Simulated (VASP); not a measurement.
Input of a VASP 6.6.1 run:

INCAR

```
ALGO = Normal
EDIFF = 1E-7
ENCUT = 520
GGA = PS
ISIF = 2
ISMEAR = 1
LASPH = T
LCHARG = F
LREAL = F
LWAVE = F
NBANDS = 35
NELM = 80
PREC = Accurate
SIGMA = 0.105
```

File KPOINTS:

```
k-points
0
Gamma
  12 12 4
```

Contents of POSCAR:

```
MoS2
1.0
    3.2300574392      0.0000000000      0.0000000000
   -1.6150287196      2.7973117980      0.0000000000
    0.0000000000      0.0000000000     12.4622076118
Mo S
2 4
Direct
    0.3333333333      0.6666666667      0.2500000000
    0.6666666667      0.3333333333      0.7500000000
    0.3333333333      0.6666666667      0.6259932117
    0.6666666667      0.3333333333      0.1259932117
    0.3333333333      0.6666666667      0.8740067883
    0.6666666667      0.3333333333      0.3740067883
```

Potentials or basis: VASP PAW PBE potentials, release 64 (Mo_sv, S).

Launch:

```sh
$ cat potpaw_PBE.64/Mo_sv/POTCAR potpaw_PBE.64/S/POTCAR > POTCAR
$ mpirun -np 1 vasp_std > vasp.out
```

Problem. Predict the largest force.

Solution. 0.292 eV/Å.

Problem. What does it give for the band gap on the k mesh?

Solution. 0.73 eV (least direct gap 1.47 eV).

Problem. What does it give for the pressure?

Solution. -6.1 GPa.

Forces in eV/Å, atoms in the order of the input:
```
Mo   0.000  0.000  0.000
Mo   0.000  0.000  0.000
S    0.000  0.000  0.292
S    0.000  0.000  0.292
S    0.000  0.000 -0.292
S    0.000  0.000 -0.292
```

Caveat: the stress differs along the axes, from -8 to -3 GPa; the PAW data sets were made with another functional, which shifts forces and pressure a little; this functional lacks dispersion, which binds layers or chains, so the pressure and a relaxed spacing across them are unreliable. A k mesh can miss the band edges.
